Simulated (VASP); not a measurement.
# Si16O (a cell with a defect) in VASP: further runs, part 2 of 2

VASP 6.6.1.

### Step 3. Single point, PBE+D3(BJ), collinear spin, zero start

The input, INCAR:

```
  PREC = Accurate
  ENCUT = 520
  EDIFF = 1E-7
  ISMEAR = -1
  SIGMA = 0.05
  LREAL = Auto
  LASPH = True
  NELM = 150
  ALGO = Normal
  ISIF = 2
  LWAVE = False
  LCHARG = False
  ISPIN = 2
  MAGMOM = 0 0 0 0 0 0 0 0 0 0 0 0 0 0 0 0 0
  LORBIT = 11
  GGA = PE
  IVDW = 12
  NBANDS = 53
```

The input, KPOINTS:

```
Automatic mesh
0
Gamma
  2 2 2
```

The input, POSCAR:

```
Si16O
1.0
    0.0000000000      5.4300000000      5.4300000000
    5.4300000000      0.0000000000      5.4300000000
    5.4300000000      5.4300000000      0.0000000000
Si O
16 1
Direct
    0.0240423573     -0.0425138122      0.0359208103
    0.1406077348      0.1234622468      0.1150644567
   -0.0221823204      0.0720718232      0.4758287293
    0.1452670350      0.0732965009      0.6658379374
    0.0197605893      0.5005340700     -0.0204235727
    0.1469981584      0.5505156538      0.1656537753
   -0.0110405157      0.5390883978      0.5052394107
    0.1046961326      0.7100552486      0.6097605893
    0.5009944751     -0.0028360958     -0.0033149171
    0.6619152855      0.1056169429      0.1131860037
    0.5150460405      0.0081031308      0.4805893186
    0.6004235727      0.1350092081      0.6286372007
    0.5241712707      0.4754235727      0.0080018416
    0.6431215470      0.6219613260      0.1191620626
    0.4884162063      0.5056169429      0.4933333333
    0.6221823204      0.6473756906      0.6362523020
    0.0306906077      0.3085911602      0.7017403315
```

Potentials or basis: VASP PAW PBE potentials, release 64 (Si, O).

On the command line:

```
> cat potpaw_PBE.64/Si/POTCAR potpaw_PBE.64/O/POTCAR > POTCAR
> mpirun -np 1 vasp_std > vasp.out
```

Run time: 11 min. Hardware: 1 thread of Intel Xeon 8259CL, shared host; peak memory 0.71 GiB.

Results (log left out):

```
Free energy                                           : -96.7580 eV
Pressure                                              : 1.6 GPa
Largest force                                         : 2.264 eV/Å
Band gap on the k mesh                                : 0.04 eV
Net moment                                            : 0.00 μB per cell
Valence electrons inside the program's atomic spheres : Si 1.70, 1.72, 1.71, 1.66, 1.67, 1.69, 1.74, 1.68, 1.64 (each value once); O 5.17
Dispersion energy per atom                            : -0.308 eV
```

Forces on the atoms (eV/Å):
```
Si  -1.587  0.877 -1.246
Si   0.692 -0.640  0.070
Si   0.771  0.425 -0.104
Si  -0.500 -0.453  0.124
Si   0.214 -0.267 -0.102
Si  -0.040 -0.676  1.492
Si   1.576  0.421  0.366
Si  -1.935  0.726 -0.925
Si  -0.292  1.239  0.578
Si  -0.005 -0.744 -0.448
Si   0.297 -0.504 -0.844
Si   0.142  0.201  1.039
Si   0.411 -0.274  0.295
Si  -0.061  0.054 -0.479
Si   1.565  0.092  0.942
Si  -1.300 -0.734 -1.149
O    0.051  0.257  0.391
```

Stress tensor (GPa, compression positive):
```
 2.08 -1.24  0.21
-1.24  1.68 -1.72
 0.21 -1.72  1.14
```

Levels at points of the mesh, in eV from the valence-band top:
Spin up:
| k point | band 31 | band 32 | band 33 | band 34 | band 35 | band 36 | band 37 | band 38 | band 39 | band 40 |
| --- | --- | --- | --- | --- | --- | --- | --- | --- | --- | --- |
| (0.00, 0.00, 0.00) | -1.21 | -1.13 | -0.79 | -0.44 | 0.00 | 0.04 | 0.29 | 0.42 | 0.61 | 0.96 |
| (0.50, 0.00, 0.00) | -1.76 | -1.56 | -1.20 | -1.02 | -0.60 | 0.67 | 1.06 | 1.16 | 1.28 | 1.35 |
| (0.00, 0.50, 0.00) | -1.74 | -1.23 | -1.03 | -0.89 | -0.12 | 0.61 | 0.98 | 1.20 | 1.28 | 1.44 |
| (0.00, 0.00, 0.50) | -1.78 | -1.45 | -1.12 | -0.83 | -0.48 | 0.85 | 1.05 | 1.24 | 1.33 | 1.38 |
| (0.50, 0.50, 0.50) | -1.64 | -1.52 | -1.22 | -1.09 | -0.81 | 0.85 | 0.92 | 1.07 | 1.29 | 1.32 |
| (0.50, 0.50, 0.00) | -1.87 | -1.67 | -1.48 | -1.20 | -1.07 | 1.04 | 1.12 | 1.79 | 2.07 | 2.18 |
| (0.00, 0.50, 0.50) | -1.94 | -1.78 | -1.56 | -1.39 | -0.42 | 0.77 | 1.11 | 1.73 | 1.97 | 2.07 |
| (0.50, 0.00, 0.50) | -1.74 | -1.55 | -1.47 | -1.40 | -1.04 | 0.90 | 1.08 | 1.91 | 2.02 | 2.16 |
Spin down:
| k point | band 33 | band 34 | band 35 | band 36 | band 37 | band 38 |
| --- | --- | --- | --- | --- | --- | --- |
| (0.00, 0.00, 0.00) | -0.79 | -0.44 | 0.00 | 0.04 | 0.29 | 0.42 |
| (0.50, 0.00, 0.00) | -1.20 | -1.02 | -0.60 | 0.67 | 1.06 | 1.16 |
| (0.00, 0.50, 0.00) | -1.03 | -0.89 | -0.12 | 0.61 | 0.98 | 1.20 |
| (0.00, 0.00, 0.50) | -1.12 | -0.83 | -0.48 | 0.85 | 1.05 | 1.24 |
| (0.50, 0.50, 0.50) | -1.22 | -1.09 | -0.81 | 0.85 | 0.92 | 1.07 |
| (0.50, 0.50, 0.00) | -1.48 | -1.20 | -1.07 | 1.04 | 1.12 | 1.79 |
| (0.00, 0.50, 0.50) | -1.56 | -1.39 | -0.42 | 0.77 | 1.11 | 1.73 |
| (0.50, 0.00, 0.50) | -1.47 | -1.40 | -1.04 | 0.90 | 1.08 | 1.91 |

Caveat: the k points lie up to 0.50 Å⁻¹ apart.

### Step 4. Single point, PBE+D3(BJ), collinear spin, zero start

The input, INCAR:

```
ALGO = Normal
EDIFF = 1E-6
ENCUT = 520
GGA = PE
ISIF = 2
ISMEAR = -1
ISPIN = 2
IVDW = 12
LASPH = T
LCHARG = T
LELF = T
LORBIT = 11
LREAL = Auto
LVHAR = T
LWAVE = F
MAGMOM = 0 0 0 0 0 0 0 0 0 0 0 0 0 0 0 0 0
NBANDS = 53
NELM = 150
PREC = Accurate
SIGMA = 0.05
```

The input, KPOINTS:

```
k-points
0
Gamma
  2 2 2
```

The input, POSCAR:

```
Si16O
1.0
    0.0000000000      5.4300000000      5.4300000000
    5.4300000000      0.0000000000      5.4300000000
    5.4300000000      5.4300000000      0.0000000000
Si O
16 1
Direct
    0.0178545120     -0.0440055249      0.0465285451
    0.1295672192      0.1264732965      0.1293093923
   -0.0245764273      0.0711141805      0.4901381215
    0.1491988950      0.0688489871      0.6723848987
    0.0130478821      0.5061049724     -0.0187569061
    0.1571086556      0.5339042357      0.1693738490
   -0.0136279926      0.5516022099      0.5092081031
    0.1079742173      0.6973296501      0.6067955801
    0.5076979742     -0.0172191529     -0.0033701657
    0.6480662983      0.1058931860      0.1275690608
    0.5116022099      0.0236464088      0.4866482505
    0.6028084715      0.1306353591      0.6413720074
    0.5068508287      0.4761325967      0.0193001842
    0.6428913444      0.6306445672      0.1158931860
    0.4835819521      0.5273204420      0.5029926335
    0.6068139963      0.6554143646      0.6416206262
    0.0453867403      0.3077624309      0.6906353591
```

On the command line:

```
> cat potpaw_PBE.64/Si/POTCAR potpaw_PBE.64/O/POTCAR > POTCAR
> mpirun -np 1 vasp_std > vasp.out
```

Run time: 12 min. Hardware: 1 thread of Intel Xeon 8259CL, shared host; peak memory 0.71 GiB.

The run converged. Its results:

* Free energy: -96.6262 eV
* Pressure: 1.9 GPa
* Largest force: 2.555 eV/Å
* Band gap on the k mesh: 0.25 eV
* Net moment: 0.00 μB per cell
* Valence electrons inside the program's atomic spheres: Si 1.67, 1.69, 1.71, 1.68, 1.70, 1.73, 1.76, 1.64 (each value once); O 5.18
* Dispersion energy per atom: -0.308 eV

Forces on the atoms (eV/Å):
```
Si  -1.297  0.512 -1.044
Si  -0.249 -0.328  0.495
Si   0.086  0.739 -0.449
Si  -0.173 -0.431  0.066
Si  -0.245  0.157 -0.062
Si   1.550 -1.391  0.134
Si   0.060 -0.090 -1.034
Si  -0.264  0.567  0.211
Si   2.110  0.285  0.454
Si  -0.962 -0.729  0.080
Si  -0.291 -0.281 -1.677
Si   0.717 -0.596  2.379
Si  -0.353  0.555  1.923
Si  -0.501  0.871 -2.063
Si  -0.101  0.419  0.365
Si  -1.135 -0.032 -0.367
O    1.048 -0.226  0.588
```

Stress tensor (GPa, compression positive):
```
 2.62 -0.69  0.38
-0.69  1.49 -0.55
 0.38 -0.55  1.51
```

Levels at points of the mesh, in eV from the valence-band top:
Spin up:
| k point | band 33 | band 34 | band 35 | band 36 | band 37 | band 38 |
| --- | --- | --- | --- | --- | --- | --- |
| (0.00, 0.00, 0.00) | -0.51 | -0.19 | -0.01 | 0.25 | 0.47 | 0.57 |
| (0.50, 0.00, 0.00) | -1.04 | -0.65 | -0.51 | 0.90 | 1.25 | 1.28 |
| (0.00, 0.50, 0.00) | -0.81 | -0.57 | 0.00 | 0.78 | 1.20 | 1.38 |
| (0.00, 0.00, 0.50) | -0.91 | -0.55 | -0.36 | 0.91 | 1.24 | 1.45 |
| (0.50, 0.50, 0.50) | -1.03 | -0.71 | -0.64 | 1.05 | 1.14 | 1.26 |
| (0.50, 0.50, 0.00) | -1.15 | -1.05 | -0.80 | 1.22 | 1.34 | 2.09 |
| (0.00, 0.50, 0.50) | -1.35 | -1.20 | -0.26 | 1.03 | 1.26 | 2.05 |
| (0.50, 0.00, 0.50) | -1.23 | -1.07 | -0.59 | 1.21 | 1.26 | 2.14 |
Spin down:
| k point | band 33 | band 34 | band 35 | band 36 | band 37 | band 38 |
| --- | --- | --- | --- | --- | --- | --- |
| (0.00, 0.00, 0.00) | -0.51 | -0.19 | -0.01 | 0.25 | 0.47 | 0.57 |
| (0.50, 0.00, 0.00) | -1.04 | -0.65 | -0.51 | 0.90 | 1.25 | 1.28 |
| (0.00, 0.50, 0.00) | -0.81 | -0.57 | 0.00 | 0.78 | 1.20 | 1.38 |
| (0.00, 0.00, 0.50) | -0.91 | -0.55 | -0.36 | 0.91 | 1.24 | 1.45 |
| (0.50, 0.50, 0.50) | -1.03 | -0.71 | -0.64 | 1.05 | 1.14 | 1.26 |
| (0.50, 0.50, 0.00) | -1.15 | -1.05 | -0.80 | 1.22 | 1.34 | 2.09 |
| (0.00, 0.50, 0.50) | -1.35 | -1.20 | -0.26 | 1.03 | 1.26 | 2.05 |
| (0.50, 0.00, 0.50) | -1.23 | -1.07 | -0.59 | 1.21 | 1.26 | 2.14 |

Caveat: the k points lie up to 0.50 Å⁻¹ apart.

### Step 5. Overview

```csv
cell,gap on the mesh (eV),pressure (GPa),moment (μB),largest force (eV/Å)
"as given, atomic positions A",0.16,2.5,0.00,2.65
"as given, atomic positions B",0.04,1.6,0.00,2.26
"as given, atomic positions C",0.25,1.9,0.00,2.55
```

Alike in all rows: task single point; level PBE+D3(BJ); potentials or basis VASP PAW PBE potentials, release 64 (Si, O); spin collinear, zero start; k mesh 2 × 2 × 2; cutoff (eV) 520; smearing fermi-dirac 0.05 eV.

Caveats: all runs use coarse meshes.

Total energies depend on the potentials used, so only differences within one code and one set of settings carry meaning.
